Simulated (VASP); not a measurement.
AlAs:

```
Al As
1.0
     0.00000    2.86381    2.86381
     2.86381    0.00000    2.86381
     2.86381    2.86381    0.00000
Al As
1 1
Direct
  0.00000 0.00000 0.00000
  0.25000 0.25000 0.25000
```

- Program: VASP 6.6.1
- Task: relaxation of cell and atoms
- Functional: PBEsol
- Potentials or basis: VASP PAW PBE potentials, release 64 (Al, As)
- Cutoff: 500 eV
- k mesh: 8 × 8 × 8
- Occupations: fermi-dirac, width 0.02 eV
- Spin: no spin polarisation

At the start: pressure -1.7 GPa; volume 23.49 Å³/atom.

Where does the relaxation end?

Over 3 steps the energy falls by 3.0 meV/atom and the volume is 22.93 Å³/atom (-2.4 %); space group F-43m (No. 216, to 0.1 Å) before and after.

The path:
```tsv
step	energy change (eV)	largest force (eV/Å)	pressure (GPa)	volume (Å³)
1	0.0000	0.0000	-1.66	46.97
2	-0.0046	0.0000	0.83	45.34
3	-0.0059	0.0000	0.00	45.85
```

Final structure:
```cif
data_structure
_symmetry_space_group_name_H-M 'P 1'
_symmetry_Int_Tables_number 1
_cell_length_a 4.0176
_cell_length_b 4.0176
_cell_length_c 4.0176
_cell_angle_alpha 60.000
_cell_angle_beta 60.000
_cell_angle_gamma 60.000
_cell_volume 45.85
loop_
_atom_site_label
_atom_site_type_symbol
_atom_site_fract_x
_atom_site_fract_y
_atom_site_fract_z
_atom_site_occupancy
Al1 Al 0.00000 0.00000 0.00000 1
As1 As 0.25000 0.25000 0.25000 1
```

Caveat: the PAW data sets were made with another functional, which shifts forces and pressure a little.
